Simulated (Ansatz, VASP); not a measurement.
**One calculation of BN, two programs**

```
B N
1.0
     2.50084    0.00000    0.00000
    -1.25042    2.16579    0.00000
     0.00000    0.00000    6.89313
B N
2 2
Direct
  0.33333 0.66667 0.25000
  0.66667 0.33333 0.75000
  0.66667 0.33333 0.25000
  0.33333 0.66667 0.75000
```

Alike in both runs: task single point; functional PBE; k mesh 12 × 12 × 4; no spin polarisation.

|  | VASP | Ansatz |
| --- | --- | --- |
| version | VASP 6.6.1 | Ansatz 0.2.0 |
| potentials or method | VASP PAW PBE potentials, release 64 (B, N) | plane waves, PAW |
| plane-wave cutoff (eV) | 520 | 420 |
| occupations | gaussian, width 0.01 eV | fixed |
| valence electrons in the cell | 16 | 16 |

```tsv
	VASP	Ansatz	Ansatz less VASP
gap on the k mesh at the Fermi level (eV)	4.34	4.34	+0.007
pressure (GPa)	3.9	3.8	-0.06
traceless stress, the component that is largest in VASP (GPa)	-2.12	-1.91	+0.208
```
